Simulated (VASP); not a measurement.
FeNi3, 4 atoms in the cell. Symmetry: Pm-3m, No. 221, cubic system. Conventional cell: a = 3.258 Å, b = 3.258 Å, c = 3.258 Å, α = 90.00°, β = 90.00°, γ = 90.00°. Within 3.0 Å of Fe (site symmetry m-3m) lie 12 Ni at 2.30 Å. Within 3.0 Å of Ni (site symmetry 4/mmm) lie 4 Fe at 2.30 Å and 8 Ni at 2.30 Å. 

* Program: VASP 6.6.1
* Task: single point
* Functional: PBE
* Potentials or basis: VASP PAW PBE potentials, release 64 (Fe, Ni)
* Cutoff: 520 eV
* k mesh: 14 × 14 × 14
* Occupations: gaussian, width 0.1 eV
* Spin: collinear spin, ferromagnetic start
* Starting moments: [2.96, 0.75, 0.75, 0.75] μB
* Dipole correction: no
* Further INCAR settings: ALGO = Normal; EDIFF = 1e-07; NBANDS = 31

Potentials or basis: VASP PAW PBE potentials, release 64 (Fe, Ni).

Launch:

```sh
$ cat potpaw_PBE.64/Fe/POTCAR potpaw_PBE.64/Ni/POTCAR > POTCAR
$ mpirun -np 1 vasp_std > vasp.out
```

Hardware: 1 thread of Intel(R) Xeon(R) 6975P-C (Granite Rapids) (shared host).

Problem. Estimate the wall time of this run.

Solution. Wall time 81 s on 1 thread of Intel(R) Xeon(R) 6975P-C (Granite Rapids), on a shared host, peak memory 0.29 GiB. Counts: scf iterations 17, k points 120.
